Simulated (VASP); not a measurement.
# Tl (P6/mmm) in VASP: a series of runs, part 2 of 2

VASP 6.6.1.

## Step 4: Single point, PBE (volume scaled by 0.78)

INCAR reads:

```
SYSTEM = Tl
  PREC = Accurate
  ENCUT = 520
  EDIFF = 1E-7
  ISMEAR = -1
  SIGMA = 0.1
  LREAL = .FALSE.
  LASPH = .TRUE.
  NELM = 60
  ALGO = Normal
  ISIF = 2
  LWAVE = .FALSE.
  LCHARG = .FALSE.
  GGA = PE
  NBANDS = 12
```

KPOINTS reads:

```
regular mesh
0
G
  14 14 13
  0 0 0
```

POSCAR reads:

```
Tl
1.0
    3.1577726525      0.0000000000      0.0000000000
   -1.5788863263      2.7347113365      0.0000000000
    0.0000000000      0.0000000000      2.9822409291
Tl
1
Direct
    0.0000000000      0.0000000000      0.0000000000
```

Potentials or basis: VASP PAW PBE potentials, release 64 (Tl_d).

The run is started by

```sh
cat potpaw_PBE.64/Tl_d/POTCAR > POTCAR
mpirun -np 1 vasp_std > vasp.out
```

OUTCAR:

```text
SYSTEM = Tl
   PREC = Accurate
   ENCUT = 520
   EDIFF = 1E-7
   ISMEAR = -1
   LREAL = .FALSE.
   LASPH = .TRUE.
   NELM = 60
   ISIF = 2
   GGA = PE

 ion  position               nearest neighbor table
   1  0.000  0.000  0.000-

  LATTYP: Found a hexagonal cell.
 ALAT       =     3.1577726525
 C/A-ratio  =     0.9444128053

  Lattice vectors:

 A1 = (   3.1577726525,   0.0000000000,   0.0000000000)
 A2 = (  -1.5788863263,   2.7347113365,   0.0000000000)
 A3 = (   0.0000000000,   0.0000000000,   2.9822409291)

Analysis of symmetry for initial positions (statically):
=====================================================================
 Subroutine PRICEL returns:
 Original cell was already a primitive cell.

 Routine SETGRP: Setting up the symmetry group for a
 hexagonal supercell.

 Subroutine GETGRP returns: Found 24 space group operations
 (whereof 24 operations were pure point group operations)
 out of a pool of 24 trial point group operations.

The static configuration has the point symmetry D_6h.

Analysis of symmetry for dynamics (positions and initial velocities):
[... 168 lines left out ...]
      3      -4.1727      2.00000
      4      -3.3974      2.00000
      5      -3.3974      2.00000
      6      -3.2162      2.00000
      7      15.3090      0.00000
      8      18.0392      0.00000
      9      18.0392      0.00000
     10      19.0420      0.00000
     11      19.7743      0.00000
     12      23.4725      0.00000
[... 331 lines left out ...]
 k-point    24 :       0.3571    0.2857    0.0000
  band No.  band energies     occupation
      1      -4.6133      2.00000
      2      -4.0708      2.00000
      3      -3.8320      2.00000
      4      -3.7107      2.00000
      5      -3.6478      2.00000
      6       2.8200      2.00000
      7       6.1702      2.00000
      8       7.5894      1.85171
      9      21.5739      0.00000
     10      21.8747      0.00000
     11      22.9037      0.00000
     12      25.3891      0.00000

 [... further k-points ...]

------------------------ aborting loop because EDIFF is reached ----------------------------------------

  FORCE on cell =-STRESS in cart. coord.  units (eV):
  Direction    XX          YY          ZZ          XY          YZ          ZX
  --------------------------------------------------------------------------------------
  -------------------------------------------------------------------------------------
  Total        1.8037570      1.8037570      1.7888020     -0.0000000     -0.0000000     -0.0000000
  in kB      112.2156768    112.2156768    111.2852919     -0.0000000     -0.0000000     -0.0000000
  external PRESSURE =     111.9055485 kB  Pullay stress =       0.0000000 kB

 VOLUME and BASIS-vectors are now :
 -----------------------------------------------------------------------------
  energy-cutoff  :      520.00
  volume of cell :       25.75
      direct lattice vectors                 reciprocal lattice vectors
     3.157772652  0.000000000  0.000000000     0.316678909  0.182834654  0.000000000
    -1.578886326  2.734711337  0.000000000     0.000000000  0.365669307  0.000000000
     0.000000000  0.000000000  2.982240929     0.000000000  0.000000000  0.335318314

 POSITION                                       TOTAL-FORCE (eV/Angst)
 -----------------------------------------------------------------------------------
      0.00000      0.00000      0.00000         0.000000      0.000000      0.000000
 -----------------------------------------------------------------------------------
    total drift:                                0.000000     -0.000000     -0.000000

  FREE ENERGIE OF THE ION-ELECTRON SYSTEM (eV)
  ---------------------------------------------------
  free  energy   TOTEN  =        -1.9537667451 eV

  energy  without entropy=       -1.9377889855  energy(sigma->0) =       -1.94577787
```

OSZICAR:

```text
N       E                     dE             d eps       ncg     rms          rms(c)
DAV:   1     0.524025612186E+02    0.52403E+02   -0.68922E+03  4256   0.959E+02
DAV:   2    -0.136814080337E+01   -0.53771E+02   -0.52656E+02  4576   0.218E+02
DAV:   3    -0.199010518697E+01   -0.62196E+00   -0.62149E+00  4852   0.212E+01
DAV:   4    -0.199304447941E+01   -0.29393E-02   -0.29391E-02  4680   0.165E+00
DAV:   5    -0.199307913568E+01   -0.34656E-04   -0.34656E-04  4956   0.172E-01    0.373E+00
DAV:   6    -0.196028190843E+01    0.32797E-01   -0.51232E-02  4580   0.226E+00    0.250E+00
DAV:   7    -0.195421295670E+01    0.60690E-02   -0.21731E-02  4628   0.147E+00    0.765E-01
DAV:   8    -0.195376140641E+01    0.45155E-03   -0.16916E-03  4564   0.385E-01    0.418E-02
DAV:   9    -0.195376380414E+01   -0.23977E-05   -0.11978E-05  4928   0.367E-02    0.144E-02
DAV:  10    -0.195376671523E+01   -0.29111E-05   -0.19459E-06  4744   0.132E-02    0.107E-03
DAV:  11    -0.195376674512E+01   -0.29892E-07   -0.85023E-08  3360   0.250E-03
   1 F= -.19537667E+01 E0= -.19457779E+01  d E =-.159778E-01
```

It took 44 s on 1 thread of AMD EPYC 7R43 (Zen 3), shared host; peak memory 0.14 GiB.

What came out:

```
Free energy : -1.9538 eV
Pressure    : 11.2 GPa
```

Stress tensor (GPa, compression positive):
```
11.22  0.00  0.00
 0.00 11.22  0.00
 0.00  0.00 11.13
```

Levels at points of the mesh, in eV from the Fermi level:
| k point | band 3 | band 4 | band 5 | band 6 | band 7 | band 8 | band 9 | band 10 |
| --- | --- | --- | --- | --- | --- | --- | --- | --- |
| (0.00, 0.00, 0.00) | -12.01 | -11.24 | -11.24 | -11.06 | 7.47 | 10.20 | 10.20 | 11.20 |
| (0.50, 0.00, 0.00) | -11.65 | -11.33 | -11.14 | -5.60 | -3.60 | 5.53 | 10.18 | 12.19 |

Caveat: spin-orbit coupling is left out, which moves the levels of the heavy elements.

## Step 5: Summary

| cell | gap on the mesh (eV) | pressure (GPa) |
| --- | --- | --- |
| a = 2.863, b = 2.863, c = 2.697 Å, angles 90.0, 90.0, 120.0°, 1 atom | none | 55.7 |
| a = 3.020, b = 3.020, c = 2.843 Å, angles 90.0, 90.0, 120.0°, 1 atom | none | 25.3 |
| a = 3.158, b = 3.158, c = 2.982 Å, angles 90.0, 90.0, 120.0°, 1 atom | none | 11.2 |

Alike in all rows: task single point; level PBE; potentials or basis VASP PAW PBE potentials, release 64 (Tl_d); no spin polarisation; k mesh 14 × 14 × 13; cutoff (eV) 520; smearing fermi-dirac 0.1 eV.

Caveats: spin-orbit coupling is left out, which moves the levels of the heavy elements.

Total energies depend on the potentials used, so only differences within one code and one set of settings carry meaning.
